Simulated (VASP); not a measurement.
# Bi2Te (Immm) in VASP: single point with PBE

Aim: the single point of Bi2Te with PBE.

Everything below comes from runs of VASP 6.6.1. Logs are shortened: lines on timing, memory, paths and dates and some standing lists are left out, and cuts for length are marked.

### 1 The cell of the first run

The structure is orthorhombic, space group Immm (No. 71). The conventional cell has a = 5.396 Å, b = 5.949 Å, c = 7.000 Å, α = 90.00°, β = 90.00°, γ = 90.00°. Bi (site symmetry mmm) has 2 Te at 2.97 Å and 2 Bi at 3.50 Å within 3.9 Å. Bi (site symmetry mmm) has 2 Te at 2.70 Å and 2 Bi at 3.50 Å within 3.6 Å. Within 3.6 Å of Te (site symmetry mmm) lie 4 Bi at 2.70 to 2.97 Å.

### 2 Single point, PBE

Input file INCAR:

```
SYSTEM = Bi2Te
ALGO     = Fast           ! electronic algorithm
EDIFF    = 1E-7           ! SCF threshold, eV
ENCUT    = 520            ! plane-wave cutoff, eV
GGA      = PE             ! functional
ISIF     = 2              ! what is computed and relaxed
ISMEAR   = 0              ! smearing method
LASPH    = .True.         ! aspherical terms in the spheres
LCHARG   = .True.         ! write CHGCAR
LELF     = .True.         ! ELF
LREAL    = .False.        ! projectors in reciprocal space
LVHAR    = .True.       
LWAVE    = .False.        ! write WAVECAR
NBANDS   = 25             ! bands
NELM     = 100            ! most SCF steps
PREC     = Accurate       ! precision mode
SIGMA    = 0.1            ! smearing width, eV
```

Input file KPOINTS:

```
k-points
0
Gamma
  4 4 4
  0 0 0
```

Input file POSCAR:

```
Bi2Te
1.0
   -2.6978533800      2.9744203800      3.5001589000
    2.6978533800     -2.9744203800      3.5001589000
    2.6978533800      2.9744203800     -3.5001589000
Bi Te
2 1
Direct
    0.5000000000      0.5000000000      0.0000000000
    0.0000000000      0.0000000000      0.0000000000
    0.0000000000      0.5000000000      0.5000000000
```

Potentials or basis: VASP PAW PBE potentials, release 64 (Bi_d, Te).

Command:

```sh
$ cat potpaw_PBE.64/Bi_d/POTCAR potpaw_PBE.64/Te/POTCAR > POTCAR
$ mpirun -np 1 vasp_std > vasp.out
```

OUTCAR:

```text
SYSTEM = Bi2Te
   EDIFF = 1E-7
   ENCUT = 520
   GGA = PE
   ISIF = 2
   ISMEAR = 0
   LASPH = .True.
   LREAL = .False.
   NELM = 100
   PREC = Accurate

 ion  position               nearest neighbor table
   1  0.500  0.500  0.000-   3 2.97   3 2.97   2 3.50   2 3.50
   2  0.000  0.000  0.000-   3 2.70   3 2.70   1 3.50   1 3.50
   3  0.000  0.500  0.500-   2 2.70   2 2.70   1 2.97   1 2.97

  LATTYP: Found a body centered orthorhombic cell.
 ALAT       =     5.3957067600
 B/A-ratio  =     1.1025137252
 C/A-ratio  =     1.2973866282

  Lattice vectors:

 A1 = (  -2.6978533800,   2.9744203800,   3.5001589000)
 A2 = (   2.6978533800,  -2.9744203800,   3.5001589000)
 A3 = (   2.6978533800,   2.9744203800,  -3.5001589000)

Analysis of symmetry for initial positions (statically):
=====================================================================
 Subroutine PRICEL returns:
 Original cell was already a primitive cell.

 Routine SETGRP: Setting up the symmetry group for a
 body centered orthorhombic supercell.

 Subroutine GETGRP returns: Found  8 space group operations
 (whereof  8 operations were pure point group operations)
 out of a pool of  8 trial point group operations.

The static configuration has the point symmetry D_2h.

Analysis of symmetry for dynamics (positions and initial velocities):
=====================================================================
 Subroutine PRICEL returns:
 Original cell was already a primitive cell.

 Routine SETGRP: Setting up the symmetry group for a
 body centered orthorhombic supercell.

 Subroutine GETGRP returns: Found  8 space group operations
 (whereof  8 operations were pure point group operations)
 out of a pool of  8 trial point group operations.

The dynamic configuration has the point symmetry D_2h.

 Subroutine INISYM returns: Found  8 space group operations
 (whereof  8 operations are pure point group operations),
 and found     1 'primitive' translations

----------------------------------------------------------------------------------------

                                     Primitive cell

  volume of cell :     112.3488

[... 76 lines left out ...]
   ICHARG =      2    charge: 1-file 2-atom 10-const
   ISPIN  =      1    spin polarized calculation?
   LNONCOLLINEAR =      F non collinear calculations
   LSORBIT =      F    spin-orbit coupling
   LASPH  =      T    aspherical Exc in radial PAW
   ENCUT  =  520.0 eV  38.22 Ry    6.18 a.u.   9.90  9.90  9.90*2*pi/ulx,y,z
   NELM   =    100;   NELMIN=  2; NELMDL= -5     # of ELM steps
   EDIFF  = 0.1E-06   stopping-criterion for ELM
   LREAL  =      F    real-space projection
   EDIFFG = 0.1E-05   stopping-criterion for IOM
   NSW    =      0    number of steps for IOM
   IBRION =     -1    ionic relax: 0-MD 1-quasi-New 2-CG
   NFREE  =      0    steps in history (QN), initial steepest desc. (CG)
   ISIF   =      2    stress and relaxation
   ISYM   =      2    0-nonsym 1-usesym 2-fastsym
   POTIM  = 0.5000    time-step for ionic-motion
   TEBEG  =    0.0;   TEEND  =   0.0 temperature during run
   PSTRESS=    0.0 pullay stress
   NELECT =      36.0000    total number of electrons
   NUPDOWN=      -1.0000    fix difference up-down
   EMIN   =  10.00;   EMAX   =-10.00  energy-range for DOS
   EFERMI =   0.00;   METHOD = LEGACY
   ISMEAR =     0;   SIGMA  =   0.10  broadening in eV -4-tet -1-fermi 0-gaus
   EFERMI_NEDOS =   21; number of points for ismear=-14 and -15
   IALGO  =     68    algorithm
   IMIX   =      4    mixing-type and parameters
     AMIX     =   0.40;   BMIX     =  1.00
     AMIX_MAG =   1.60;   BMIX_MAG =  1.00
  volume/ion in A,a.u.               =      37.45       252.72
  Fermi-wavevector in a.u.,A,eV,Ry     =   1.120262  2.116988 17.075127  1.254986
  Thomas-Fermi vector in A             =   2.256907
   LORBIT       =      0    0 simple, 1 ext, 2 COOP (PROOUT), +10 PAW based schemes
   GGA     = PE    functional components
   LHFCALC =     F    Hartree Fock is set to
   AEXX    =    0.0000 exact exchange contribution
   IVDW    =     0    specifies the selected vdW correction
   LEPSILON=     F    determine dielectric tensor
   LRPA    =     F    only Hartree local field effects (RPA)
 non-spin polarized calculation
 RMM-DIIS sequential band-by-band and
 Gauss-broadening in eV      SIGMA  =   0.10
  energy-cutoff  :      520.00
  volume of cell :      112.35
 maximum number of plane-waves:      3044
   NGX = 19   NGY = 19   NGZ = 19

 number of electron      36.0000007 magnetization

 Free energy of the ion-electron system (eV)
  ---------------------------------------------------
  ext. energy  EPLUGINS =         0.00000000
  ---------------------------------------------------
  free energy    TOTEN  =        -8.79671678 eV

  energy without entropy =       -8.78245632  energy(sigma->0) =       -8.78958655

 E-fermi :   5.4406     XC(G=0):  -8.9554

 val. band max:        5.4006330792   @ k =   0.2500   0.0000  -0.0000
 cond. band min:       5.5121475972   @ k =  -0.2500  -0.2500   0.2500
 fundamental gap:      0.1115145181
 Fermi energy:         5.4406457847

 k-point     1 :       0.0000    0.0000    0.0000
  band No.  band energies     occupation
      1     -17.8090      2.00000
      2     -17.6274      2.00000
      3     -17.6246      2.00000
      4     -17.5235      2.00000
      5     -17.5067      2.00000
      6     -17.4112      2.00000
[... 493 lines left out ...]
     24      12.0816      0.00000
     25      12.6049      0.00000

------------------------ aborting loop because EDIFF is reached ----------------------------------------

  FORCE on cell =-STRESS in cart. coord.  units (eV):
  Direction    XX          YY          ZZ          XY          YZ          ZX
  --------------------------------------------------------------------------------------
  -------------------------------------------------------------------------------------
  Total       13.0638057      2.7204354     -2.1107433      0.0000000      0.0000000      0.0000000
  in kB      186.2995697     38.7954289    -30.1007663      0.0000000      0.0000000      0.0000000
  external PRESSURE =      64.9980774 kB  Pullay stress =       0.0000000 kB

 VOLUME and BASIS-vectors are now :
 -----------------------------------------------------------------------------
  energy-cutoff  :      520.00
  volume of cell :      112.35
      direct lattice vectors                 reciprocal lattice vectors
    -2.697853380  2.974420380  3.500158900     0.000000000  0.168099978  0.142850657
     2.697853380 -2.974420380  3.500158900     0.185332533  0.000000000  0.142850657
     2.697853380  2.974420380 -3.500158900     0.185332533  0.168099978  0.000000000

 POSITION                                       TOTAL-FORCE (eV/Angst)
 -----------------------------------------------------------------------------------
      0.00000      0.00000      3.50016         0.000000     -0.000000     -0.000000
      0.00000      0.00000      0.00000        -0.000000      0.000000      0.000000
      2.69785      0.00000      0.00000        -0.000000      0.000000      0.000000
 -----------------------------------------------------------------------------------
    total drift:                               -0.000000     -0.000000      0.000000

  FREE ENERGIE OF THE ION-ELECTRON SYSTEM (eV)
  ---------------------------------------------------
  free  energy   TOTEN  =        -8.7967167820 eV

  energy  without entropy=       -8.7824563244  energy(sigma->0) =       -8.78958655
```

stdout:

```text
POSCAR found type information on POSCAR BiTe
 POSCAR found :  2 types and       3 ions
 scaLAPACK will be used
 LDA part: xc-table for (Slater+PW92), standard interpolation
 POSCAR, INCAR and KPOINTS ok, starting setup
 FFT: planning ... GRIDC
 FFT: planning ... GRID_SOFT
 FFT: planning ... GRID
 WAVECAR not read
 entering main loop
```

Run time: 83 s. Hardware: 1 thread of AMD EPYC 7R43 (Zen 3), shared host; peak memory 0.22 GiB.

What came out:

| Item | Value |
| --- | --- |
| Free energy | -8.7967 eV |
| Pressure | 6.5 GPa |
| Band gap on the k mesh | zero (band 18 reaches 5.96 eV, above the bottom of band 19 at 5.25 eV) |

Caveat: the k points lie up to 0.39 Å⁻¹ apart; spin-orbit coupling is left out, which moves the levels of the heavy elements.
